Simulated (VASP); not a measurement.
Set up this calculation in VASP 6.6.1, as the native input.

| Quantity | Value |
| --- | --- |
| Task | single point |
| Functional | r2SCAN |
| Potentials or basis | VASP PAW PBE potentials, release 64 (Ti_sv) |
| Cutoff | 520 eV |
| k mesh | 12 × 12 × 14 |
| Occupations | gaussian, width 0.1 eV |
| Spin | no spin polarisation |
| Dipole correction | no |
| Further INCAR settings | ALGO = Normal; EDIFF = 1e-06; NBANDS = 25 |

Ti:

```
CELL_PARAMETERS angstrom
4.51874 0.00000 0.00000
-2.25937 3.91335 0.00000
0.00000 0.00000 2.80010
ATOMIC_POSITIONS crystal
Ti 0.00000 0.00000 0.00000
Ti 0.33333 0.66667 0.50000
Ti 0.66667 0.33333 0.50000
```

This isn't the form of Ti at room conditions, which is hcp.

The input as run:

POSCAR

```
Ti
1.0
    4.5187416407      0.0000000000      0.0000000000
   -2.2593708204      3.9133450540      0.0000000000
    0.0000000000      0.0000000000      2.8001045835
Ti
3
Direct
    0.0000000000      0.0000000000      0.0000000000
    0.3333333333      0.6666666667      0.5000000000
    0.6666666667      0.3333333333      0.5000000000
```

INCAR.step1

```
PREC = Accurate
ENCUT = 520
ISMEAR = 0
SIGMA = 0.1
LREAL = F
LASPH = T
NELM = 80
NBANDS = 25
GGA = PE
ALGO = Normal
EDIFF = 1E-4
LWAVE = T
LCHARG = F
```

INCAR.step2

```
PREC = Accurate
ENCUT = 520
EDIFF = 1E-6
ISMEAR = 0
SIGMA = 0.1
LREAL = F
LASPH = T
NELM = 80
ALGO = Normal
ISIF = 2
LWAVE = F
LCHARG = T
METAGGA = R2SCAN
LMIXTAU = T
LELF = T
LVHAR = T
NBANDS = 25
ISTART = 1
```

KPOINTS

```
Automatic mesh
0
Gamma
  12 12 14
```

Potentials or basis: VASP PAW PBE potentials, release 64 (Ti_sv).

Command:

```sh
$ cat potpaw_PBE.64/Ti_sv/POTCAR > POTCAR
$ cp INCAR.step1 INCAR
$ mpirun -np 1 vasp_std > vasp.out
$ cp INCAR.step2 INCAR
$ mpirun -np 1 vasp_std > vasp.out
```

Results of the run:

| Property | Result |
| --- | --- |
| Pressure | 4.2 GPa |
| Band gap on the k mesh | zero (bands 18 and 19 overlap by 0.27 eV) |

Caveat: the cell stands under pressure; the PAW data sets were made with another functional, which shifts forces and pressure a little.

It took 5.9 min on 1 thread of Intel(R) Xeon(R) 6975P-C (Granite Rapids), with other jobs on the host, peak memory 0.27 GiB.
